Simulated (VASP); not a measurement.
Write the native input for VASP 6.6.1 that does the following.

```yaml
Task: relaxation of cell and atoms
Functional: PBE
Potentials_or_basis: VASP PAW PBE potentials, release 64 (Zn, O)
Cutoff: 600 eV
k_mesh: 9 × 9 × 6
Occupations: gaussian, width 0.02 eV
Spin: no spin polarisation
Dipole_correction: no
Further_INCAR_settings: ALGO = Normal; EDIFF = 1e-06; IBRION = 2; EDIFFG = -0.002; NSW = 100; ISIF = 3
```

The structure of ZnO (pbe) lies in POSCAR:

```
ZnO
1.0
    3.4446131989      0.0000000000      0.0000000000
   -1.7223065995      2.9831225365      0.0000000000
    0.0000000000      0.0000000000      4.6165076831
Zn O
2 2
Direct
    0.3333333333      0.6666666667      0.0000000000
    0.6666666667      0.3333333333      0.5000000000
    0.3333333333      0.6666666667      0.5000000000
    0.6666666667      0.3333333333      1.0000000000
```

The input as run:

INCAR

```
SYSTEM = ZnO
PREC = Accurate ; ENCUT = 600
EDIFF = 1E-6 ; ISMEAR = 0
SIGMA = 0.02 ; LREAL = .False.
LASPH = .True. ; NELM = 100
ALGO = Normal ; ISIF = 3
LWAVE = .False. ; LCHARG = .False.
GGA = PE ; IBRION = 2
NSW = 100 ; EDIFFG = -0.002
```

KPOINTS

```
Automatic mesh
0
Gamma
  9 9 6
  0 0 0
```

Potentials or basis: VASP PAW PBE potentials, release 64 (Zn, O).

Launch:

```bash
$ cat potpaw_PBE.64/Zn/POTCAR potpaw_PBE.64/O/POTCAR > POTCAR
$ mpirun -np 1 vasp_std > vasp.out
```

Results of the run:

| Property | Result |
| --- | --- |
| Relaxed volume | 11.91 Å³/atom |
| Relaxed cell | a = 3.458 Å, b = 3.458 Å, c = 4.601 Å, α = 90.00°, β = 90.00°, γ = 120.00° |
| Space group after relaxing (to 0.05 Å) | P6_3/mmc (No. 194) |
| Energy gained by relaxing | 0.2 meV/atom |
| Ionic steps | 11 |
| Pressure after relaxing | 0.0 GPa |
| Band gap on the k mesh | 0.91 eV, indirect (least direct gap 0.93 eV) |

Run time: 4.8 min on 1 thread of Intel(R) Xeon(R) Platinum 8259CL CPU @ 2.50GHz (Skylake/Cascade Lake) (shared host), peak memory 0.21 GiB.
